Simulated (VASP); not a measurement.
Write the native input for VASP 6.6.1 that does the following.

```yaml
Task: single point
Functional: PBEsol
Dispersion: D3(BJ)
Potentials_or_basis: VASP PAW PBE potentials, release 64 (Al)
Cutoff: 520 eV
k_mesh: 20 × 20 × 20
Occupations: gaussian, width 0.15 eV
Spin: no spin polarisation
Dipole_correction: no
Further_INCAR_settings: ALGO = Fast; EDIFF = 1e-06; NBANDS = 8
```

The structure of Al lies in POSCAR:

```
Al
1.0
    0.0000000000      2.0543397000      1.9936203000
    2.0543397000      0.0000000000      1.9936203000
    2.0543397000      2.0543397000      0.0000000000
Al
1
Direct
    0.0000000000      0.0000000000      0.0000000000
```

This cell differs from its parent crystal: strain +0.015 along x and y, -0.015 along z.

These files were run (other wordings do the same):

INCAR

```
SYSTEM = Al
PREC = Accurate ; ENCUT = 520
EDIFF = 1E-6 ; ISMEAR = 0
SIGMA = 0.15 ; LREAL = .False.
LASPH = .True. ; NELM = 100
ALGO = Fast ; ISIF = 2
LWAVE = .False. ; LCHARG = .False.
GGA = PS ; IVDW = 12
NBANDS = 8
```

KPOINTS

```
regular mesh
0
Gamma
  20 20 20
  0 0 0
```

Potentials or basis: VASP PAW PBE potentials, release 64 (Al).

Launch:

```bash
$ cat potpaw_PBE.64/Al/POTCAR > POTCAR
$ mpirun -np 1 vasp_std > vasp.out
```

Results of the run:

```
Pressure                   : -5.9 GPa
Dispersion energy per atom : -0.311 eV
```

Caveat: the cell differs from its parent crystal (strain +0.015 along x and y, -0.015 along z); the PAW data sets were made with another functional, which shifts forces and pressure a little; pairwise dispersion overbinds metals, which lowers pressure and volume.

Run time: 23 s on 1 thread of Intel(R) Xeon(R) 6975P-C (Granite Rapids), with other jobs on the host, peak memory 0.2 GiB.
